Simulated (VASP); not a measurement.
# CaO in VASP: a series of runs, part 2 of 2

VASP 6.6.1. The steps go on from the part before.

## Step 5: Single point, PBE (epitaxial 111 strain -2.0%)

Input file INCAR:

```
PREC = Accurate
ENCUT = 520
EDIFF = 1E-7
ISMEAR = -1
SIGMA = 0.02
LREAL = F
LASPH = T
NELM = 60
ALGO = Normal
ISIF = 2
LWAVE = F
LCHARG = F
GGA = PE
NBANDS = 15
```

Input file KPOINTS:

```
Automatic mesh
0
Gamma
  10 10 10
```

Input file POSCAR:

```
CaO
1.0
    0.0501878095      2.3997869208      2.3997869208
    2.3997869208      0.0501878095      2.3997869208
    2.3997869208      2.3997869208      0.0501878095
Ca O
1 1
Direct
    0.0000000000      0.0000000000      0.0000000000
    0.5000000000      0.5000000000      0.5000000000
```

Potentials or basis: VASP PAW PBE potentials, release 64 (Ca_sv, O).

Command:

```sh
cat potpaw_PBE.64/Ca_sv/POTCAR potpaw_PBE.64/O/POTCAR > POTCAR
mpirun -np 1 vasp_std > vasp.out
```

OUTCAR:

```text
PREC = Accurate
   ENCUT = 520
   EDIFF = 1E-7
   ISMEAR = -1
   LREAL = F
   LASPH = T
   NELM = 60
   ISIF = 2
   GGA = PE

 ion  position               nearest neighbor table
   1  0.000  0.000  0.000-   2 2.37   2 2.37   2 2.37   2 2.37   2 2.37   2 2.37
   2  0.500  0.500  0.500-   1 2.37   1 2.37   1 2.37   1 2.37   1 2.37   1 2.37

  LATTYP: Found a trigonal (rhomboedric) cell.
 ALAT       =     3.3941822795
 COS(alpha) =     0.5207995524

  Lattice vectors:

 A1 = (   0.0501878095,   2.3997869208,   2.3997869208)
 A2 = (   2.3997869208,   0.0501878095,   2.3997869208)
 A3 = (   2.3997869208,   2.3997869208,   0.0501878095)

Analysis of symmetry for initial positions (statically):
=====================================================================
 Subroutine PRICEL returns:
 Original cell was already a primitive cell.

 Routine SETGRP: Setting up the symmetry group for a
 trigonal (rhombohedral) supercell.

 Subroutine GETGRP returns: Found 12 space group operations
 (whereof 12 operations were pure point group operations)
 out of a pool of 12 trial point group operations.

The static configuration has the point symmetry D_3d.

Analysis of symmetry for dynamics (positions and initial velocities):
=====================================================================
 Subroutine PRICEL returns:
 Original cell was already a primitive cell.

 Routine SETGRP: Setting up the symmetry group for a
 trigonal (rhombohedral) supercell.

 Subroutine GETGRP returns: Found 12 space group operations
 (whereof 12 operations were pure point group operations)
 out of a pool of 12 trial point group operations.

The dynamic configuration has the point symmetry D_3d.

 Subroutine INISYM returns: Found 12 space group operations
 (whereof 12 operations are pure point group operations),
 and found     1 'primitive' translations

[... 117 lines left out ...]
  Thomas-Fermi vector in A             =   2.503956
   LORBIT       =      0    0 simple, 1 ext, 2 COOP (PROOUT), +10 PAW based schemes
   GGA     = PE    functional components
   LHFCALC =     F    Hartree Fock is set to
   AEXX    =    0.0000 exact exchange contribution
   IVDW    =     0    specifies the selected vdW correction
   LEPSILON=     F    determine dielectric tensor
   LRPA    =     F    only Hartree local field effects (RPA)
 non-spin polarized calculation
  energy-cutoff  :      520.00
  volume of cell :       26.77
 maximum number of plane-waves:       737
 NGX is ok and might be reduce to    28
   NGX = 13   NGY = 13   NGZ = 13

 number of electron      15.9999999 magnetization

 Free energy of the ion-electron system (eV)
  ---------------------------------------------------
  ext. energy  EPLUGINS =         0.00000000
  ---------------------------------------------------
  free energy    TOTEN  =       -12.76410269 eV

  energy without entropy =      -12.76410269  energy(sigma->0) =      -12.76410269

 E-fermi :   3.0302     XC(G=0): -10.6537

 val. band max:        2.6015181059   @ k =   0.0000   0.0000   0.0000
 cond. band min:       6.1784529061   @ k =   0.5000   0.5000   0.0000
 fundamental gap:      3.5769348002
 Fermi energy:         3.0301545493

 k-point     1 :       0.0000    0.0000    0.0000
  band No.  band energies     occupation
      1     -34.9389      2.00000
      2     -15.6779      2.00000
      3     -15.6710      2.00000
      4     -15.6710      2.00000
      5     -13.0411      2.00000
      6       2.4912      2.00000
      7       2.6015      2.00000
      8       2.6015      2.00000
      9       7.5479      0.00000
     10       8.6840      0.00000
     11       8.9690      0.00000
     12       8.9690      0.00000
     13      10.4478      0.00000
     14      10.4478      0.00000
[... 401 lines left out ...]
      2     -16.4165      2.00000
      3     -15.8972      2.00000
      4     -15.8711      2.00000
      5     -12.4645      2.00000
      6       0.8597      2.00000
      7       2.0254      2.00000
      8       2.0666      2.00000
      9       6.8849      0.00000
     10      10.4856      0.00000
     11      11.5317      0.00000
     12      11.6144      0.00000
     13      11.7928      0.00000
     14      13.7150      0.00000
     15      18.6832      0.00000

 [... further k-points ...]
[... 5 lines left out ...]
  --------------------------------------------------------------------------------------
  -------------------------------------------------------------------------------------
  Total        1.1206724      1.1206724      1.1206724     -0.2828681     -0.2828681     -0.2828681
  in kB       67.0627438     67.0627438     67.0627438    -16.9272562    -16.9272562    -16.9272562
  external PRESSURE =      67.0627438 kB  Pullay stress =       0.0000000 kB

 VOLUME and BASIS-vectors are now :
 -----------------------------------------------------------------------------
  energy-cutoff  :      520.00
  volume of cell :       26.77
      direct lattice vectors                 reciprocal lattice vectors
     0.050187809  2.399786921  2.399786921    -0.215004446  0.210600073  0.210600073
     2.399786921  0.050187809  2.399786921     0.210600073 -0.215004446  0.210600073
     2.399786921  2.399786921  0.050187809     0.210600073  0.210600073 -0.215004446

 POSITION                                       TOTAL-FORCE (eV/Angst)
 -----------------------------------------------------------------------------------
      0.00000      0.00000      0.00000         0.000000      0.000000      0.000000
      2.42488      2.42488      2.42488        -0.000000     -0.000000     -0.000000
 -----------------------------------------------------------------------------------
    total drift:                                0.000000      0.000000      0.000000

  FREE ENERGIE OF THE ION-ELECTRON SYSTEM (eV)
  ---------------------------------------------------
  free  energy   TOTEN  =       -12.7641026914 eV

  energy  without entropy=      -12.7641026914  energy(sigma->0) =      -12.76410269
```

It took 54 s on 1 thread of Intel Xeon Platinum 8375C at 2.90GHz (Ice Lake), shared host; peak memory 0.19 GiB.

Results:

* Free energy: -12.7641 eV
* Pressure: 6.7 GPa
* Band gap on the k mesh: 3.58 eV, indirect (least direct gap 3.93 eV)

Caveat: the cell differs from its parent crystal (epitaxial 111 strain -2.0%). A k mesh can miss the band edges.

## Step 6: Single point, PBE (epitaxial 111 strain -1.0%)

Input file INCAR:

```
SYSTEM = CaO
PREC = Accurate
ENCUT = 520
EDIFF = 1E-7
ISMEAR = -1
SIGMA = 0.02
LREAL = .FALSE.
LASPH = .TRUE.
NELM = 60
ALGO = Normal
ISIF = 2
LWAVE = .FALSE.
LCHARG = .TRUE.
GGA = PE
LELF = .TRUE.
LVHAR = .TRUE.
NBANDS = 15
```

Input file KPOINTS:

```
regular mesh
0
G
  10 10 10
  0 0 0
```

Input file POSCAR:

```
CaO
1.0
    0.0252122137      2.3987868261      2.3987868261
    2.3987868261      0.0252122137      2.3987868261
    2.3987868261      2.3987868261      0.0252122137
Ca O
1 1
Direct
    0.0000000000      0.0000000000      0.0000000000
    0.5000000000      0.5000000000      0.5000000000
```

Potentials or basis: VASP PAW PBE potentials, release 64 (Ca_sv, O).

Command:

```sh
cat potpaw_PBE.64/Ca_sv/POTCAR potpaw_PBE.64/O/POTCAR > POTCAR
mpirun -np 1 vasp_std > vasp.out
```

Run time: 53 s. Hardware: 1 thread of Intel Xeon Platinum 8375C at 2.90GHz (Ice Lake), shared host; peak memory 0.19 GiB.

The run converged. Its results:

* Free energy: -12.7855 eV
* Pressure: 4.8 GPa
* Band gap on the k mesh: 3.61 eV, indirect (least direct gap 3.97 eV)

Stress tensor (GPa, compression positive):
```
 4.82 -0.82 -0.82
-0.82  4.82 -0.82
-0.82 -0.82  4.82
```

Levels at points of the mesh, in eV from the valence-band top:
```tsv
k point	band 4	band 5	band 6	band 7	band 8	band 9	band 10	band 11	band 12	band 13
(0.00, 0.00, 0.00)	-18.32	-15.59	-0.05	0.00	0.00	4.86	6.16	6.31	6.31	7.80
(0.50, 0.00, 0.00)	-18.37	-14.31	-2.71	-1.32	-1.24	7.13	8.41	8.54	8.65	10.58
(0.50, 0.50, 0.00)	-18.56	-15.35	-1.31	-0.41	-0.36	3.61	8.18	8.99	9.66	9.66
(0.50, 0.50, 0.50)	-18.37	-14.30	-2.71	-1.21	-1.21	7.09	8.39	8.39	8.66	10.56
```

Caveat: the cell differs from its parent crystal (epitaxial 111 strain -1.0%). A k mesh can miss the band edges.

## Step 7: Summary

| level | cell | smearing | gap on the mesh (eV) | pressure (GPa) |
| --- | --- | --- | --- | --- |
| r2SCAN | a = 3.391 Å, angles 60.0°, 2 atoms | gaussian 0.01 eV | 4.19 | 1.0 |
| PBE | a = 3.399 Å, angles 57.2°, 2 atoms | fermi-dirac 0.02 eV | 3.49 | 10.8 |
| PBE | a = 3.396 Å, angles 57.9°, 2 atoms | fermi-dirac 0.02 eV | 3.54 | 8.7 |
| PBE | a = 3.394 Å, angles 58.6°, 2 atoms | fermi-dirac 0.02 eV | 3.58 | 6.7 |
| PBE | a = 3.392 Å, angles 59.3°, 2 atoms | fermi-dirac 0.02 eV | 3.61 | 4.8 |

Alike in all rows: task single point; potentials or basis VASP PAW PBE potentials, release 64 (Ca_sv, O); no spin polarisation; k mesh 10 × 10 × 10; cutoff (eV) 520.

Caveats: the PAW data sets were made with another functional, which shifts forces and pressure a little (some runs).

Total energies depend on the potentials used, so only differences within one code and one set of settings carry meaning.
